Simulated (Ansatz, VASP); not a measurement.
**Two plane-wave programs on Rb**

```
Rb
1.0
     7.97995    0.00000    0.00000
    -3.98997    6.91084    0.00000
     0.00000    0.00000    4.76939
Rb
3
Cartesian
  3.9900 6.9108 0.0000
  0.0000 4.6072 2.3847
  3.9900 2.3036 2.3847
```

Alike in both runs: task single point; functional LDA; k mesh 6 × 6 × 8; occupations fermi-dirac, width 0.1 eV; no spin polarisation.

|  | VASP | Ansatz |
| --- | --- | --- |
| version | VASP 6.6.1 | Ansatz 0.2.0 |
| potentials or method | VASP PAW LDA potentials, release 64 (Rb_sv), cutoff 520 eV | plane waves (420 eV) with PAW, scalar-relativistic |
| valence electrons in the cell | 27 | 27 |

|  | VASP | Ansatz | Ansatz less VASP |
| --- | --- | --- | --- |
| pressure (GPa) | -0.3 | -0.3 | 0.00 |

Ansatz warns that its potentials were made for another functional, while VASP's fit it. LDA's correlation is that of Perdew and Zunger in VASP and of Perdew and Wang (1992) in Ansatz.
